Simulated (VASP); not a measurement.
Set up this calculation in VASP 6.6.1, as the native input.

```yaml
Task: single point
Functional: PBE
Potentials_or_basis: VASP PAW PBE potentials, release 64 (Zn, S)
Cutoff: 520 eV
k_mesh: 9 × 9 × 4
Occupations: gaussian, width 0.05 eV
Spin: no spin polarisation
Dipole_correction: no
Further_INCAR_settings: ALGO = Normal; EDIFF = 1e-06; NBANDS = 26
```

The structure of ZnS lies in POSCAR:

```
ZnS
1.0
    3.7637158910      0.0000000000      0.0000000000
   -1.8818579455      3.2594735743      0.0000000000
    0.0000000000      0.0000000000      6.5808572354
Zn S
2 2
Direct
    0.3333333333      0.6666666667      0.0052003725
    0.6666666667      0.3333333333      0.5052003725
    0.3333333333      0.6666666667      0.3533549446
    0.6666666667      0.3333333333      0.8533549446
```

This cell differs from its parent crystal: atoms shifted along a free coordinate, c/a of the conventional cell at fixed volume 1.7485.

The input as run:

INCAR

```
  PREC = Accurate
  ENCUT = 520
  EDIFF = 1E-6
  ISMEAR = 0
  SIGMA = 0.05
  LREAL = F
  LASPH = T
  NELM = 80
  ALGO = Normal
  ISIF = 2
  LWAVE = F
  LCHARG = F
  GGA = PE
  NBANDS = 26
```

KPOINTS

```
Automatic mesh
0
Gamma
  9 9 4
```

Potentials or basis: VASP PAW PBE potentials, release 64 (Zn, S).

Command:

```console
$ cat potpaw_PBE.64/Zn/POTCAR potpaw_PBE.64/S/POTCAR > POTCAR
$ mpirun -np 1 vasp_std > vasp.out
```

It gave:

```
Pressure               : -0.2 GPa
Largest force          : 0.653 eV/Å
Band gap on the k mesh : 1.72 eV
```

Wall time 110 s on 1 thread of AMD EPYC 7R13, on a shared host, peak memory 0.19 GiB.
